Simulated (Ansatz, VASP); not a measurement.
Hf3TiO3: VASP beside Ansatz

```
CELL_PARAMETERS angstrom
4.27256 0.00000 0.00000
0.00000 4.27256 0.00000
0.00000 0.00000 5.16566
ATOMIC_POSITIONS crystal
Hf 0.50000 0.00000 0.40541
Hf 0.00000 0.50000 0.40541
Hf 0.50000 0.50000 0.95202
Ti 0.00000 0.00000 0.94327
O 0.00000 0.00000 0.53227
O 0.50000 0.00000 0.83649
O 0.00000 0.50000 0.83649
```

Alike in both runs: functional PBE; k mesh 8 × 8 × 6; occupations gaussian, width 0.1 eV; no spin polarisation.

Ansatz relaxed the structure, and its values are those at the end. VASP's run is a single point on that final structure, the one shown.

|  | VASP | Ansatz |
| --- | --- | --- |
| version | VASP 6.6.1 | Ansatz 0.2.0 |
| potentials or method | VASP PAW PBE potentials, release 64 (Hf_pv, Ti_sv, O), cutoff 520 eV | scalar-relativistic, plane waves, PAW |
| valence electrons in the cell | 60 | 108 |

|  | VASP | Ansatz | Ansatz less VASP |
| --- | --- | --- | --- |
| gap on the k mesh at the Fermi level (eV) | none | none | - |
| pressure (GPa) | -1.5 | 0.0 | +1.43 |
| rms of the force components (eV/Å) | 0.047 | 0.002 | -0.0450 |

A gap of «none» marks a metal or a gap that the smearing closes. VASP's potentials hold 60 valence electrons a cell and Ansatz's 108, so a difference there can come from the potentials and not from the codes.

Neither program's run includes spin-orbit coupling.
